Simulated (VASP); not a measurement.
# C in VASP: further runs

C is run at these levels: PBE; tasks: vibrations by perturbation theory.

All numbers are computed with VASP 6.6.1; they aren't measurements. Logs are shortened: lines on timing, memory, paths and dates and some standing lists are left out, and cuts for length are marked.

## (1) The cell of the first run

The typed cell holds 4 atoms: a = 2.467 Å, b = 2.467 Å, c = 8.746 Å, α = 90.00°, β = 90.00°, γ = 120.00°.

## (2) Vibrations by perturbation theory, PBE

INCAR

```
PREC     = Accurate       # precision mode
ENCUT    = 520            # plane-wave cutoff, eV
EDIFF    = 1E-8           # SCF threshold, eV
ISMEAR   = -1             # smearing method
SIGMA    = 0.15           # smearing width, eV
LREAL    = False          # projectors in reciprocal space
LASPH    = True           # aspherical terms in the spheres
NELM     = 100            # most SCF steps
ALGO     = Normal         # electronic algorithm
ISIF     = 2              # what is computed and relaxed
LWAVE    = False          # write WAVECAR
LCHARG   = True           # write CHGCAR
GGA      = PE             # functional
NBANDS   = 16             # bands
IBRION   = 8              # ionic algorithm
NSW      = 1              # ionic steps
```

KPOINTS

```
Automatic mesh
0
Gamma
  5 5 2
```

POSCAR

```
C
1.0
    1.2332794860     -2.1360615852      0.0000000000
    1.2332794860      2.1360615852      0.0000000000
    0.0000000000      0.0000000000      8.7456812960
C
4
Direct
    0.0833322022      0.9166677978      0.7500234453
    0.5833322022      0.4166677978      0.2499765547
    0.9166677978      0.0833322022      0.2499765547
    0.4166677978      0.5833322022      0.7500234453
```

Potentials or basis: VASP PAW PBE potentials, release 64 (C).

Started as:

```console
$ cat potpaw_PBE.64/C/POTCAR > POTCAR
$ mpirun -np 1 vasp_std > vasp.out
```

OUTCAR:

```text
PREC = Accurate
   ENCUT = 520
   EDIFF = 1E-8
   ISMEAR = -1
   LREAL = False
   LASPH = True
   NELM = 100
   ISIF = 2
   GGA = PE
   IBRION = 8
   NSW = 1

 ion  position               nearest neighbor table
   1  0.083  0.917  0.750-   4 1.42   4 1.42   4 1.42
   2  0.583  0.417  0.250-   3 1.42   3 1.42   3 1.42
   3  0.917  0.083  0.250-   2 1.42   2 1.42   2 1.42
   4  0.417  0.583  0.750-   1 1.42   1 1.42   1 1.42

  LATTYP: Found a hexagonal cell.
 ALAT       =     2.4665589720
 C/A-ratio  =     3.5457012767

  Lattice vectors:

 A1 = (   2.4665589720,   0.0000000000,   0.0000000000)
 A2 = (  -1.2332794860,   2.1360615852,   0.0000000000)
 A3 = (   0.0000000000,   0.0000000000,   8.7456812960)

Analysis of symmetry for initial positions (statically):
=====================================================================
 Subroutine PRICEL returns:
 Original cell was already a primitive cell.

 Routine SETGRP: Setting up the symmetry group for a
 hexagonal supercell.

 Subroutine GETGRP returns: Found  8 space group operations
 (whereof  4 operations were pure point group operations)
 out of a pool of 24 trial point group operations.

The static configuration has the point symmetry C_2h.
 The point group associated with its full space group is D_2h.

Analysis of symmetry for dynamics (positions and initial velocities):
=====================================================================
 Subroutine PRICEL returns:
 Original cell was already a primitive cell.

 Routine SETGRP: Setting up the symmetry group for a
 hexagonal supercell.

 Subroutine GETGRP returns: Found  8 space group operations
 (whereof  4 operations were pure point group operations)
 out of a pool of 24 trial point group operations.

The dynamic configuration has the point symmetry C_2h.
 The point group associated with its full space group is D_2h.

 Subroutine INISYM returns: Found  8 space group operations
 (whereof  4 operations are pure point group operations),
 and found     1 'primitive' translations

----------------------------------------------------------------------------------------

                                     Primitive cell

  volume of cell :      46.0786

  direct lattice vectors                    reciprocal lattice vectors
     1.233279486 -2.136061585  0.000000000     0.405423106 -0.234075648  0.000000000
     1.233279486  2.136061585  0.000000000     0.405423106  0.234075648  0.000000000
     0.000000000  0.000000000  8.745681296     0.000000000  0.000000000  0.114342150

  length of vectors
     2.466523340  2.466523340  8.745681296     0.468144533  0.468144533  0.114342150

  position of ions in fractional coordinates (direct lattice)
     0.083332202  0.916667798  0.750023445
     0.583332202  0.416667798  0.249976555
     0.916667798  0.083332202  0.249976555
     0.416667798  0.583332202  0.750023445

  ion indices of the primitive-cell ions
   primitive index   ion index
                 1           1
                 2           2
                 3           3
                 4           4

[... 121 lines left out ...]
 k-point     1 :       0.0000    0.0000    0.0000
  band No.  band energies     occupation
      1     -16.9035      2.00000
      2     -16.8759      2.00000
      3      -5.1874      2.00000
      4      -4.7805      2.00000
      5      -0.4172      2.00000
      6      -0.4164      2.00000
[... 321 lines left out ...]
      5      -3.5590      2.00000
      6      -3.5590      2.00000
[... 8 lines left out ...]
     15      16.8324      0.00000
     16      16.8325      0.00000

------------------------ aborting loop because EDIFF is reached ----------------------------------------

  FORCE on cell =-STRESS in cart. coord.  units (eV):
  Direction    XX          YY          ZZ          XY          YZ          ZX
  --------------------------------------------------------------------------------------
  -------------------------------------------------------------------------------------
  Total        0.2304990      0.2370072     -0.0205629      0.0000000      0.0000000      0.0000000
  in kB        8.0145791      8.2408732     -0.7149835      0.0000000      0.0000000      0.0000000
  external PRESSURE =       5.1801563 kB  Pullay stress =       0.0000000 kB

 VOLUME and BASIS-vectors are now :
 -----------------------------------------------------------------------------
  energy-cutoff  :      520.00
  volume of cell :       46.08
      direct lattice vectors                 reciprocal lattice vectors
     1.233279486 -2.136061585  0.000000000     0.405423106 -0.234075648  0.000000000
     1.233279486  2.136061585  0.000000000     0.405423106  0.234075648  0.000000000
     0.000000000  0.000000000  8.745681296     0.000000000  0.000000000  0.114342150

 POSITION                                       TOTAL-FORCE (eV/Angst)
 -----------------------------------------------------------------------------------
      1.23328      1.78006      6.55947         0.000000      0.002452     -0.000009
      1.23328     -0.35601      2.18622         0.000000      0.002452      0.000009
      1.23328     -1.78006      2.18622         0.000000     -0.002452      0.000009
      1.23328      0.35601      6.55947         0.000000     -0.002452     -0.000009
 -----------------------------------------------------------------------------------
    total drift:                               -0.000000      0.000000     -0.000000

  FREE ENERGIE OF THE ION-ELECTRON SYSTEM (eV)
  ---------------------------------------------------
  free  energy   TOTEN  =       -36.8577337883 eV

  energy  without entropy=      -36.8574622441  energy(sigma->0) =      -36.85759802

[... ionic steps 2 to 3 ...]

--------------------------------------- Ionic step        4  -------------------------------------------

------------------------ aborting loop because EDIFF is reached ----------------------------------------

--------------------------------------- Ionic step        5  -------------------------------------------

------------------------ aborting loop because EDIFF is reached ----------------------------------------

--------------------------------------- Ionic step        6  -------------------------------------------

 Free energy of the ion-electron system (eV)
  ---------------------------------------------------
  ---------------------------------------------------
  free energy    TOTEN  =        -0.14243327 eV

  energy without entropy =       -0.14243327

------------------------ aborting loop because EDIFF is reached ----------------------------------------

 INTERNAL STRAIN TENSOR  FOR ION    1  DIRECTION 3   (eV/Angst):
 -----------------------------------------------------------------------------
    -0.02831  0.00000  0.00000
     0.00000  0.03034 -0.00367
     0.00000 -0.00367 -0.00186

 INTERNAL STRAIN TENSOR FOR ION    4 for displacements in x,y,z  (eV/Angst):
          X           Y           Z          XY          YZ          ZX
  --------------------------------------------------------------------------------
  x     0.00000     0.00000     0.00000   -13.39717     0.00000     0.00013
  y   -14.02258    14.01136     0.03943     0.00000     0.00011     0.00000
  z    -0.02831     0.03034    -0.00186     0.00000     0.00367     0.00000

 SECOND DERIVATIVES (NOT SYMMETRIZED)
 ------------------------------------
               1X          1Y          1Z          2X          2Y          2Z          3X          3Y          3Z          4X          4Y          4Z
  1X   -57.731858    0.000000    0.000000    0.250122    0.000000    0.000000   -0.249209    0.000000    0.000000   57.730945    0.000000    0.000000
  1Y     0.000000  -57.795519    0.000005    0.000000    0.139000   -0.000006    0.000000   -0.147914   -0.000005    0.000000   57.804433    0.000006
  1Z     0.000000    0.000007  -16.826954    0.000000    0.000005    0.012339    0.000000   -0.000007    0.009308    0.000000   -0.000006   16.805307
  2X     0.250122    0.000000    0.000000  -57.731858    0.000000    0.000000   57.730945    0.000000    0.000000   -0.249209    0.000000    0.000000
  2Y     0.000000    0.139000    0.000006    0.000000  -57.795519   -0.000005    0.000000   57.804433   -0.000006    0.000000   -0.147914    0.000005
  2Z     0.000000   -0.000005    0.012339    0.000000   -0.000007  -16.826954    0.000000    0.000006   16.805307    0.000000    0.000007    0.009308
  3X    -0.249209    0.000000    0.000000   57.730945    0.000000    0.000000  -57.731858    0.000000    0.000000    0.250122    0.000000    0.000000
  3Y     0.000000   -0.147914   -0.000005    0.000000   57.804433    0.000006    0.000000  -57.795519    0.000005    0.000000    0.139000   -0.000006
  3Z     0.000000   -0.000007    0.009308    0.000000   -0.000006   16.805307    0.000000    0.000007  -16.826954    0.000000    0.000005    0.012339
  4X    57.730945    0.000000    0.000000   -0.249209    0.000000    0.000000    0.250122    0.000000    0.000000  -57.731858    0.000000    0.000000
  4Y     0.000000   57.804433   -0.000006    0.000000   -0.147914    0.000005    0.000000    0.139000    0.000006    0.000000  -57.795519   -0.000005
  4Z     0.000000    0.000006   16.805307    0.000000    0.000007    0.009308    0.000000   -0.000005    0.012339    0.000000   -0.000007  -16.826954

 Eigenvectors and eigenvalues of the dynamical matrix
 ----------------------------------------------------

   1 f  =   48.575719 THz   305.210246 2PiTHz 1620.311589 cm-1   200.892943 meV
             X         Y         Z           dx          dy          dz
      1.233279  1.780056  6.559466     0.500000    0.000000    0.000000
      1.233279 -0.356005  2.186215    -0.500000   -0.000000    0.000000
      1.233279 -1.780056  2.186215     0.500000    0.000000   -0.000000
      1.233279  0.356005  6.559466    -0.500000   -0.000000   -0.000000
[... 71 lines left out ...]
  12 f/i=    0.602302 THz     3.784375 2PiTHz   20.090633 cm-1     2.490920 meV
             X         Y         Z           dx          dy          dz
      1.233279  1.780056  6.559466    -0.000000    0.500000    0.000000
      1.233279 -0.356005  2.186215    -0.000000   -0.500000    0.000000
      1.233279 -1.780056  2.186215    -0.000000   -0.500000   -0.000000
      1.233279  0.356005  6.559466    -0.000000    0.500000   -0.000000

--------------------------------------------------------------------------------------------------------

 ELASTIC MODULI CONTR FROM IONIC RELAXATION (kBar)
 Direction    XX          YY          ZZ          XY          YZ          ZX
 --------------------------------------------------------------------------------
 XX        -239.7380    239.7329      0.4978     -0.0000      0.0000      0.0000
 YY         239.7329   -239.7412     -0.4851      0.0000     -0.0000     -0.0000
 ZZ           0.4978     -0.4851     -0.0130     -0.0000      0.0000      0.0000
 XY          -0.0000      0.0000     -0.0000   -217.1391     -0.0000      0.0000
 YZ           0.0000     -0.0000      0.0000     -0.0000     -0.0001     -0.0000
 ZX           0.0000     -0.0000      0.0000      0.0000     -0.0000     -0.0014
 --------------------------------------------------------------------------------
```

It took 1.7 min on 1 thread of Intel Xeon Platinum 8259CL at 2.50GHz (Skylake/Cascade Lake), shared host; peak memory 0.18 GiB.

What came out:

```
Highest phonon frequency at Γ : 1620 cm⁻¹
Most unstable mode            : 20i cm⁻¹
```

Phonon frequencies in cm⁻¹ (negative: imaginary):
```
              q point                                 frequencies
(0.000, 0.000, 0.000)  -20 0 0 0 6 31 873 873 1613 1616 1620 1620
```

Caveat: the k points lie up to 0.59 Å⁻¹ apart; some modes are imaginary.

## (3) Vibrations by perturbation theory, PBE

INCAR

```
PREC = Accurate
ENCUT = 520
EDIFF = 1E-8
ISMEAR = -1
SIGMA = 0.15
LREAL = False
LASPH = True
NELM = 80
ALGO = Normal
ISIF = 2
LWAVE = False
LCHARG = False
GGA = PE
NBANDS = 16
IBRION = 8
NSW = 1
```

KPOINTS

```
regular mesh
0
Gamma
  6 6 2
```

POSCAR is that of step 2.

Potentials or basis: VASP PAW PBE potentials, release 64 (C).

Started as:

```console
$ cat potpaw_PBE.64/C/POTCAR > POTCAR
$ mpirun -np 1 vasp_std > vasp.out
```

OUTCAR:

```text
PREC = Accurate
   ENCUT = 520
   EDIFF = 1E-8
   ISMEAR = -1
   LREAL = False
   LASPH = True
   NELM = 80
   ISIF = 2
   GGA = PE
   IBRION = 8
   NSW = 1

 ion  position               nearest neighbor table
   1  0.083  0.917  0.750-   4 1.42   4 1.42   4 1.42
   2  0.583  0.417  0.250-   3 1.42   3 1.42   3 1.42
   3  0.917  0.083  0.250-   2 1.42   2 1.42   2 1.42
   4  0.417  0.583  0.750-   1 1.42   1 1.42   1 1.42

  LATTYP: Found a hexagonal cell.
 ALAT       =     2.4665589720
 C/A-ratio  =     3.5457012767

  Lattice vectors:

 A1 = (   2.4665589720,   0.0000000000,   0.0000000000)
 A2 = (  -1.2332794860,   2.1360615852,   0.0000000000)
[... 720 lines left out ...]
  1Y     0.000000  -41.556720   -0.000060    0.000000    0.014075   -0.000055    0.000000   -0.026879    0.000062    0.000000   41.569524    0.000053
  1Z     0.000000   -0.000011  -16.585794    0.000000    0.000005    0.013058    0.000000   -0.000016    0.003805    0.000000    0.000022   16.568932
  2X     0.341316    0.000000    0.000000  -41.740260    0.000000    0.000000   41.742401    0.000000    0.000000   -0.343457    0.000000    0.000000
  2Y     0.000000    0.014075    0.000055    0.000000  -41.556720    0.000060    0.000000   41.569524   -0.000053    0.000000   -0.026879   -0.000062
  2Z     0.000000   -0.000005    0.013058    0.000000    0.000011  -16.585794    0.000000   -0.000022   16.568932    0.000000    0.000016    0.003805
  3X    -0.343457    0.000000    0.000000   41.742401    0.000000    0.000000  -41.740260    0.000000    0.000000    0.341316    0.000000    0.000000
  3Y     0.000000   -0.026879    0.000062    0.000000   41.569524    0.000053    0.000000  -41.556720   -0.000060    0.000000    0.014075   -0.000055
  3Z     0.000000   -0.000016    0.003805    0.000000    0.000022   16.568932    0.000000   -0.000011  -16.585794    0.000000    0.000005    0.013058
  4X    41.742401    0.000000    0.000000   -0.343457    0.000000    0.000000    0.341316    0.000000    0.000000  -41.740260    0.000000    0.000000
  4Y     0.000000   41.569524   -0.000053    0.000000   -0.026879   -0.000062    0.000000    0.014075    0.000055    0.000000  -41.556720    0.000060
  4Z     0.000000   -0.000022   16.568932    0.000000    0.000016    0.003805    0.000000   -0.000005    0.013058    0.000000    0.000011  -16.585794

 Eigenvectors and eigenvalues of the dynamical matrix
 ----------------------------------------------------

   1 f  =   41.384069 THz   260.023772 2PiTHz 1380.423939 cm-1   171.150678 meV
             X         Y         Z           dx          dy          dz
      1.233279  1.780056  6.559466    -0.500000   -0.000000    0.000000
      1.233279 -0.356005  2.186215     0.500000   -0.000000   -0.000000
      1.233279 -1.780056  2.186215    -0.500000    0.000000    0.000000
      1.233279  0.356005  6.559466     0.500000    0.000000   -0.000000
[... 71 lines left out ...]
  12 f/i=    0.721866 THz     4.535620 2PiTHz   24.078869 cm-1     2.985398 meV
             X         Y         Z           dx          dy          dz
      1.233279  1.780056  6.559466     0.000000   -0.500000    0.000002
      1.233279 -0.356005  2.186215    -0.000000    0.500000    0.000002
      1.233279 -1.780056  2.186215    -0.000000    0.500000   -0.000002
      1.233279  0.356005  6.559466     0.000000   -0.500000   -0.000002

--------------------------------------------------------------------------------------------------------

 ELASTIC MODULI CONTR FROM IONIC RELAXATION (kBar)
 Direction    XX          YY          ZZ          XY          YZ          ZX
 --------------------------------------------------------------------------------
 XX          -5.4257      5.6696     -0.2158      0.0000     -0.0000     -0.0000
 YY           5.6696     -5.9252      0.2266     -0.0000      0.0000      0.0000
 ZZ          -0.2158      0.2266     -0.0100      0.0000     -0.0000     -0.0000
 XY           0.0000     -0.0000      0.0000     -2.8241     -0.0000     -0.0000
 YZ          -0.0000      0.0000     -0.0000     -0.0000     -0.0032     -0.0000
 ZX          -0.0000      0.0000     -0.0000     -0.0000     -0.0000      0.0000
 --------------------------------------------------------------------------------
```

OSZICAR:

```text
N       E                     dE             d eps       ncg     rms          rms(c)
DAV:   1     0.479648690143E+02    0.47965E+02   -0.74188E+03   832   0.883E+02
DAV:   2    -0.356041513288E+02   -0.83569E+02   -0.74458E+02  1120   0.193E+02
DAV:   3    -0.393033921767E+02   -0.36992E+01   -0.36732E+01  1064   0.397E+01
DAV:   4    -0.393440323368E+02   -0.40640E-01   -0.40585E-01  1120   0.495E+00
[... 60 lines left out ...]
RMM:   8    -0.142418751889E+00   -0.36894E-05   -0.91342E-09  1418   0.590E-04    0.592E-05
RMM:   9    -0.142418582454E+00    0.16943E-06   -0.51633E-10  1473   0.137E-04    0.211E-05
RMM:  10    -0.142418912245E+00   -0.32979E-06    0.87450E-11  1364   0.439E-05    0.758E-06
RMM:  11    -0.142418854275E+00    0.57970E-07    0.65477E-10  1460   0.190E-05    0.812E-07
RMM:  12    -0.142418856153E+00   -0.18772E-08    0.17102E-09  1353   0.296E-06    0.428E-07
 Linear response finished
```

Run time: 2.1 min. Hardware: 1 thread of Intel Xeon Platinum 8259CL at 2.50GHz (Skylake/Cascade Lake), shared host; peak memory 0.19 GiB.

What came out:

| Property | Result |
| --- | --- |
| Highest phonon frequency at Γ | 1380 cm⁻¹ |
| Most unstable mode | 24i cm⁻¹ |

Phonon frequencies in cm⁻¹ (negative: imaginary):
```
              q point                                   frequencies
(0.000, 0.000, 0.000)  -24 -10 0 0 0 28 866 867 1369 1372 1372 1380
```

Caveat: the k points lie up to 0.49 Å⁻¹ apart; some modes are imaginary.
